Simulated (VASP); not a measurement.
# Hf2S (P6_3/mmc) in VASP: notebook

Hf2S is run at these levels: PBEsol; tasks: single point.

Everything below comes from runs of VASP 6.6.1. Logs are shortened: lines on timing, memory, paths and dates and some standing lists are left out, and cuts for length are marked.

### 1 The cell of the first run

The structure is hexagonal, space group P6_3/mmc (No. 194). Conventional cell: a = 3.374 Å, b = 3.374 Å, c = 11.717 Å, α = 90.00°, β = 90.00°, γ = 120.00°. Hf (site symmetry 3m) has 3 S at 2.62 Å and 9 Hf at 3.05 to 3.37 Å within 3.5 Å. Within 3.5 Å of S (site symmetry -6m2) lie 6 Hf at 2.62 Å and 6 S at 3.37 Å.

### 2 Single point, PBEsol

The input, INCAR:

```
  PREC = Accurate
  ENCUT = 520
  EDIFF = 1E-6
  ISMEAR = 0
  SIGMA = 0.1
  LREAL = F
  LASPH = T
  NELM = 100
  ALGO = Normal
  ISIF = 2
  LWAVE = F
  LCHARG = F
  GGA = PS
  ISYM = 0
  NBANDS = 35
```

The input, KPOINTS:

```
Automatic mesh
0
Gamma
  6 6 2
  0.5 0.5 0.5
```

The input, POSCAR:

```
Hf2S
1.0
    3.3742737662      0.0000000000      0.0000000000
   -1.6871368831      2.9222068008      0.0000000000
    0.0000000000      0.0000000000     11.7174070300
Hf S
4 2
Direct
    0.6666666667      0.3333333333      0.8998116400
    0.3333333333      0.6666666667      0.3998116400
    0.6666666667      0.3333333333      0.6001883600
    0.3333333333      0.6666666667      0.1001883600
    0.0000000000      0.0000000000      0.7500000000
    0.0000000000      0.0000000000      0.2500000000
```

Potentials or basis: VASP PAW PBE potentials, release 64 (Hf_pv, S).

Started as:

```console
$ cat potpaw_PBE.64/Hf_pv/POTCAR potpaw_PBE.64/S/POTCAR > POTCAR
$ mpirun -np 1 vasp_std > vasp.out
```

OUTCAR:

```text
PREC = Accurate
   ENCUT = 520
   EDIFF = 1E-6
   ISMEAR = 0
   LREAL = F
   LASPH = T
   NELM = 100
   ISIF = 2
   GGA = PS
   ISYM = 0

 ion  position               nearest neighbor table
   1  0.667  0.333  0.900-   5 2.62   5 2.62   5 2.62   4 3.05   4 3.05   4 3.05   3 3.51
   2  0.333  0.667  0.400-   6 2.62   6 2.62   6 2.62   3 3.05   3 3.05   3 3.05   4 3.51
   3  0.667  0.333  0.600-   5 2.62   5 2.62   5 2.62   2 3.05   2 3.05   2 3.05   1 3.51
   4  0.333  0.667  0.100-   6 2.62   6 2.62   6 2.62   1 3.05   1 3.05   1 3.05   2 3.51
   5  0.000  0.000  0.750-   1 2.62   3 2.62   1 2.62   3 2.62   1 2.62   3 2.62
   6  0.000  0.000  0.250-   2 2.62   4 2.62   2 2.62   4 2.62   2 2.62   4 2.62

IMPORTANT INFORMATION: All symmetrisations will be switched off!
NOSYMM: (Re-)initialisation of all symmetry stuff for point group C_1.

----------------------------------------------------------------------------------------

                                     Primitive cell

  volume of cell :     115.5375

  direct lattice vectors                    reciprocal lattice vectors
     3.374273766  0.000000000  0.000000000     0.296360067  0.171103565  0.000000000
    -1.687136883  2.922206801  0.000000000     0.000000000  0.342207129  0.000000000
     0.000000000  0.000000000 11.717407030     0.000000000  0.000000000  0.085343114

  length of vectors
     3.374273766  3.374273766 11.717407030     0.342207129  0.342207129  0.085343114

  position of ions in fractional coordinates (direct lattice)
     0.666666667  0.333333333  0.899811640
     0.333333333  0.666666667  0.399811640
     0.666666667  0.333333333  0.600188360
     0.333333333  0.666666667  0.100188360
     0.000000000  0.000000000  0.750000000
     0.000000000  0.000000000  0.250000000

  ion indices of the primitive-cell ions
   primitive index   ion index
                 1           1
                 2           2
                 3           3
                 4           4
                 5           5
                 6           6

----------------------------------------------------------------------------------------

 KPOINTS: Automatic mesh

Automatic generation of k-mesh.
 Grid dimensions read from file:
 generate k-points for:    6    6    2

 Generating k-lattice:

  Cartesian coordinates                     Fractional coordinates (reciprocal lattice)
     0.049393345  0.028517261  0.000000000     0.166666667 -0.000000000  0.000000000
     0.000000000  0.057034522  0.000000000     0.000000000  0.166666667  0.000000000
[... 63 lines left out ...]
   NFREE  =      0    steps in history (QN), initial steepest desc. (CG)
   ISIF   =      2    stress and relaxation
   ISYM   =      0    0-nonsym 1-usesym 2-fastsym
   POTIM  = 0.5000    time-step for ionic-motion
   TEBEG  =    0.0;   TEEND  =   0.0 temperature during run
   PSTRESS=    0.0 pullay stress
   NELECT =      52.0000    total number of electrons
   NUPDOWN=      -1.0000    fix difference up-down
   EMIN   =  10.00;   EMAX   =-10.00  energy-range for DOS
   EFERMI =   0.00;   METHOD = LEGACY
   ISMEAR =     0;   SIGMA  =   0.10  broadening in eV -4-tet -1-fermi 0-gaus
   EFERMI_NEDOS =   21; number of points for ismear=-14 and -15
   IALGO  =     38    algorithm
   IMIX   =      4    mixing-type and parameters
     AMIX     =   0.40;   BMIX     =  1.00
     AMIX_MAG =   1.60;   BMIX_MAG =  1.00
  volume/ion in A,a.u.               =      19.26       129.95
  Fermi-wavevector in a.u.,A,eV,Ry     =   1.254590  2.370831 21.415503  1.573995
  Thomas-Fermi vector in A             =   2.388387
   LORBIT       =      0    0 simple, 1 ext, 2 COOP (PROOUT), +10 PAW based schemes
   GGA     = PS    functional components
   LHFCALC =     F    Hartree Fock is set to
   AEXX    =    0.0000 exact exchange contribution
   IVDW    =     0    specifies the selected vdW correction
   LEPSILON=     F    determine dielectric tensor
   LRPA    =     F    only Hartree local field effects (RPA)
 non-spin polarized calculation
 Gauss-broadening in eV      SIGMA  =   0.10
  energy-cutoff  :      520.00
  volume of cell :      115.54
 maximum number of plane-waves:      3120
 NGX is ok and might be reduce to    28
   NGX = 13   NGY = 13   NGZ = 43

 number of electron      52.0000002 magnetization

 Free energy of the ion-electron system (eV)
  ---------------------------------------------------
  ext. energy  EPLUGINS =         0.00000000
  ---------------------------------------------------
  free energy    TOTEN  =       -57.41080363 eV

  energy without entropy =      -57.38952447  energy(sigma->0) =      -57.40016405

 E-fermi :   6.3468     XC(G=0): -11.5091

 val. band max:        6.3342609182   @ k =   0.0833  -0.1667   0.2500
 cond. band min:       6.3551586096   @ k =  -0.3333  -0.4167   0.2500
 fundamental gap:      0.0208976913
 Fermi energy:         6.3468234081

 k-point     1 :       0.0833    0.0833    0.2500
  band No.  band energies     occupation
      1     -24.9199      2.00000
      2     -24.8439      2.00000
      3     -24.5686      2.00000
      4     -24.5260      2.00000
      5     -24.4545      2.00000
      6     -24.4469      2.00000
[... 901 lines left out ...]
     34      10.3398      0.00000
     35      10.7807      0.00000

 [... further k-points ...]

------------------------ aborting loop because EDIFF is reached ----------------------------------------

  FORCE on cell =-STRESS in cart. coord.  units (eV):
  Direction    XX          YY          ZZ          XY          YZ          ZX
  --------------------------------------------------------------------------------------
  -------------------------------------------------------------------------------------
  Total       -2.5334761     -2.5334722     -1.9192311     -0.0000035      0.0000074     -0.0000090
  in kB      -35.1321412    -35.1320869    -26.6143021     -0.0000488      0.0001024     -0.0001253
  external PRESSURE =     -32.2928434 kB  Pullay stress =       0.0000000 kB

 VOLUME and BASIS-vectors are now :
 -----------------------------------------------------------------------------
  energy-cutoff  :      520.00
  volume of cell :      115.54
      direct lattice vectors                 reciprocal lattice vectors
     3.374273766  0.000000000  0.000000000     0.296360067  0.171103565  0.000000000
    -1.687136883  2.922206801  0.000000000     0.000000000  0.342207129  0.000000000
     0.000000000  0.000000000 11.717407030     0.000000000  0.000000000  0.085343114

 POSITION                                       TOTAL-FORCE (eV/Angst)
 -----------------------------------------------------------------------------------
      1.68714      0.97407     10.54346         0.000000     -0.000002     -0.118281
     -0.00000      1.94814      4.68476         0.000002     -0.000001     -0.118618
      1.68714      0.97407      7.03265        -0.000001      0.000001      0.118287
     -0.00000      1.94814      1.17395        -0.000002      0.000001      0.118633
      0.00000      0.00000      8.78806         0.000002      0.000001     -0.000188
      0.00000      0.00000      2.92935        -0.000002      0.000001      0.000167
 -----------------------------------------------------------------------------------
    total drift:                                0.000003      0.000003      0.000104

  FREE ENERGIE OF THE ION-ELECTRON SYSTEM (eV)
  ---------------------------------------------------
  free  energy   TOTEN  =       -57.4108036290 eV

  energy  without entropy=      -57.3895244686  energy(sigma->0) =      -57.40016405
```

stdout:

```text
POSCAR found type information on POSCAR HfS
 POSCAR found :  2 types and       6 ions
 scaLAPACK will be used
 -----------------------------------------------------------------------------
|                                                                             |
|                                                                             |
|     You enforced a specific xc type in the INCAR file but a different       |
|     I HOPE YOU KNOW WHAT YOU ARE DOING!                                     |
|                                                                             |
 -----------------------------------------------------------------------------

 LDA part: xc-table for (Slater+PW92), standard interpolation
 POSCAR, INCAR and KPOINTS ok, starting setup
 FFT: planning ... GRIDC
 FFT: planning ... GRID_SOFT
 FFT: planning ... GRID
 WAVECAR not read
 entering main loop
```

Run time: 11 min. Hardware: 1 thread of Intel Xeon Platinum 8259CL at 2.50GHz (Skylake/Cascade Lake), shared host; peak memory 0.47 GiB.

Results:

```
Free energy            : -57.4108 eV
Pressure               : -3.2 GPa
Largest force          : 0.119 eV/Å
Band gap on the k mesh : zero (band 26 reaches 6.60 eV, above the bottom of band 27 at 6.17 eV)
```

Forces on the atoms (eV/Å):
```
Hf   0.000  0.000 -0.118
Hf   0.000  0.000 -0.119
Hf   0.000  0.000  0.118
Hf   0.000  0.000  0.119
S    0.000  0.000  0.000
S    0.000  0.000  0.000
```

Stress tensor (GPa, compression positive):
```
-3.51  0.00  0.00
 0.00 -3.51  0.00
 0.00  0.00 -2.66
```

Caveat: the PAW data sets were made with another functional, which shifts forces and pressure a little; spin-orbit coupling is left out, which moves the levels of the heavy elements.

### 3 Single point, PBEsol

The input, INCAR:

```
ALGO = Normal
EDIFF = 1E-6
ENCUT = 520
GGA = PS
ISIF = 2
ISMEAR = 0
LASPH = T
LCHARG = F
LREAL = F
LWAVE = F
NBANDS = 35
NELM = 100
PREC = Accurate
SIGMA = 0.1
```

The input, KPOINTS:

```
k-points
0
Gamma
  12 12 2
```

POSCAR is that of step 2.

Potentials or basis: VASP PAW PBE potentials, release 64 (Hf_pv, S).

Started as:

```console
$ cat potpaw_PBE.64/Hf_pv/POTCAR potpaw_PBE.64/S/POTCAR > POTCAR
$ mpirun -np 1 vasp_std > vasp.out
```

Run time: 2.8 min. Hardware: 1 thread of Intel Xeon Platinum 8259CL at 2.50GHz (Skylake/Cascade Lake), shared host; peak memory 0.31 GiB.

Results (log left out):

| Quantity | Value |
| --- | --- |
| Free energy | -57.4317 eV |
| Pressure | -3.3 GPa |
| Largest force | 0.222 eV/Å |
| Band gap on the k mesh | zero (band 26 reaches 6.72 eV, above the bottom of band 27 at 5.80 eV) |

Forces on the atoms (eV/Å):
```
Hf   0.000  0.000 -0.222
Hf   0.000  0.000 -0.222
Hf   0.000  0.000  0.222
Hf   0.000  0.000  0.222
S    0.000  0.000  0.000
S    0.000  0.000  0.000
```

Stress tensor (GPa, compression positive):
```
-3.43  0.00  0.00
 0.00 -3.43  0.00
 0.00  0.00 -3.04
```

Levels at points of the mesh, in eV from the Fermi level:
```tsv
k point	band 24	band 25	band 26	band 27	band 28	band 29
(0.00, 0.00, 0.00)	-0.14	-0.04	0.44	0.44	0.54	0.54
(0.50, 0.00, 0.00)	-1.32	-1.21	-0.75	-0.48	0.82	1.05
(0.00, 0.00, 0.50)	-1.16	0.38	0.38	0.38	0.38	1.40
(0.50, 0.00, 0.50)	-1.75	-1.01	-1.01	0.35	0.35	1.38
```

Caveat: the PAW data sets were made with another functional, which shifts forces and pressure a little; spin-orbit coupling is left out, which moves the levels of the heavy elements.

### 4 Single point, PBEsol

The input, INCAR:

```
PREC = Accurate ; ENCUT = 520
EDIFF = 1E-6 ; ISMEAR = 0
SIGMA = 0.1 ; LREAL = F
LASPH = T ; NELM = 100
ALGO = Normal ; ISIF = 2
LWAVE = F ; LCHARG = F
GGA = PS ; NBANDS = 35
```

The input, KPOINTS:

```
regular mesh
0
Gamma
  12 12 4
```

The input, POSCAR:

```
Hf2S
1.0
    3.3742737662      0.0000000000      0.0000000000
   -1.6871368831      2.9222068008      0.0000000000
    0.0000000000      0.0000000000     11.7174070300
Hf S
4 2
Direct
    0.6666666700      0.3333333300      0.8998116400
    0.3333333300      0.6666666700      0.3998116400
    0.6666666700      0.3333333300      0.6001883600
    0.3333333300      0.6666666700      0.1001883600
    0.0000000000      0.0000000000      0.7500000000
    0.0000000000      0.0000000000      0.2500000000
```

Started as:

```console
$ cat potpaw_PBE.64/Hf_pv/POTCAR potpaw_PBE.64/S/POTCAR > POTCAR
$ mpirun -np 1 vasp_std > vasp.out
```

Wall time 6.9 min (1 thread of Intel Xeon Platinum 8259CL at 2.50GHz (Skylake/Cascade Lake), shared host); peak memory 0.35 GiB.

The run converged. Its results:

```
Free energy            : -57.4258 eV
Pressure               : -3.3 GPa
Largest force          : 0.202 eV/Å
Band gap on the k mesh : zero (band 26 reaches 6.72 eV, above the bottom of band 27 at 5.80 eV)
```

Forces in eV/Å, atoms in the order of the input:
```
Hf   0.000  0.000 -0.202
Hf   0.000  0.000 -0.202
Hf   0.000  0.000  0.202
Hf   0.000  0.000  0.202
S    0.000  0.000  0.000
S    0.000  0.000  0.000
```

Stress tensor (GPa, compression positive):
```
-3.43  0.00  0.00
 0.00 -3.43  0.00
 0.00  0.00 -3.01
```

Levels at points of the mesh, in eV from the Fermi level:
```tsv
k point	band 23	band 24	band 25	band 26	band 27	band 28	band 29	band 30
(0.00, 0.00, 0.00)	-1.57	-0.16	-0.06	0.42	0.42	0.52	0.52	0.78
(0.50, 0.00, 0.00)	-1.82	-1.34	-1.23	-0.77	-0.50	0.80	1.03	2.46
(0.00, 0.00, 0.50)	-1.18	-1.18	0.36	0.36	0.36	0.36	1.38	1.38
(0.50, 0.00, 0.50)	-1.77	-1.77	-1.03	-1.03	0.33	0.33	1.36	1.36
```

Caveat: the PAW data sets were made with another functional, which shifts forces and pressure a little; spin-orbit coupling is left out, which moves the levels of the heavy elements.

(Part 1 of 2 ends here.)
